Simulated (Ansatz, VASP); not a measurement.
**AlN: VASP beside Ansatz**

```
Al N
1.0
     3.40060    0.00000    0.00000
    -1.70030    2.94501    0.00000
     0.00000    0.00000    3.97560
Al N
2 2
Direct
  0.33333 0.66667 0.75000
  0.66667 0.33333 0.25000
  0.33333 0.66667 0.25000
  0.66667 0.33333 0.75000
```

Alike in both runs: task single point; functional PBEsol; k mesh 9 × 9 × 6; occupations gaussian, width 0.05 eV; no spin polarisation.

|  | VASP | Ansatz |
| --- | --- | --- |
| version | VASP 6.6.1 | Ansatz 0.2.0 |
| potentials or method | VASP PAW PBE potentials, release 64 (Al, N), cutoff 520 eV | scalar-relativistic, plane waves, PAW |
| valence electrons in the cell | 16 | 16 |

```tsv
	VASP	Ansatz	Ansatz less VASP
gap on the k mesh at the Fermi level (eV)	3.41	3.40	-0.010
least direct gap on the mesh (eV)	3.41	3.40	-0.010
pressure (GPa)	-3.6	-3.5	+0.08
traceless stress, the component that is largest in VASP (GPa)	9.89	9.83	-0.062
```

VASP's potentials were made for PBE, not for PBEsol.
